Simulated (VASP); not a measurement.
Wanted: the native input for a VASP 6.6.1 run.

```
Task                   : single point
Functional             : LDA
Potentials or basis    : VASP PAW PBE potentials, release 64 (Eu)
Cutoff                 : 520 eV
k mesh                 : 11 × 11 × 11
Occupations            : fermi-dirac, width 0.01 eV
Spin                   : collinear spin, ferromagnetic start
Starting moments       : [6.925] μB
Dipole correction      : no
Further INCAR settings : ALGO = Normal; EDIFF = 1e-06; NBANDS = 18
```

The structure of Eu lies in POSCAR:

```
Eu
1.0
   -2.0544259245      2.0544259245      2.0544259245
    2.0544259245     -2.0544259245      2.0544259245
    2.0544259245      2.0544259245     -2.0544259245
Eu
1
Direct
    0.0000000000      0.0000000000      0.0000000000
```

The input as run:

INCAR

```
SYSTEM = Eu
  PREC = Accurate
  ENCUT = 520
  EDIFF = 1E-6
  ISMEAR = -1
  SIGMA = 0.01
  LREAL = .False.
  LASPH = .True.
  NELM = 150
  ALGO = Normal
  ISIF = 2
  LWAVE = .False.
  LCHARG = .False.
  ISPIN = 2
  MAGMOM = 6.925
  LORBIT = 11
  LMAXMIX = 6
  GGA = CA
  NBANDS = 18
```

KPOINTS

```
Automatic mesh
0
Gamma
  11 11 11
  0 0 0
```

Potentials or basis: VASP PAW PBE potentials, release 64 (Eu).

Launch:

```bash
$ cat potpaw_PBE.64/Eu/POTCAR > POTCAR
$ mpirun -np 1 vasp_std > vasp.out
```

It gave:

```yaml
Pressure: -0.4 GPa
Net_moment: 7.09 μB per cell
Site_moments: Eu +6.63 μB
Valence_electrons_inside_the_program's_atomic_spheres: Eu 14.72
```

Caveat: the PAW data sets were made with another functional, which shifts forces and pressure a little.

Run time: 47 s on 1 thread of Intel(R) Xeon(R) 6975P-C (Granite Rapids), with other jobs on the host, peak memory 0.2 GiB.
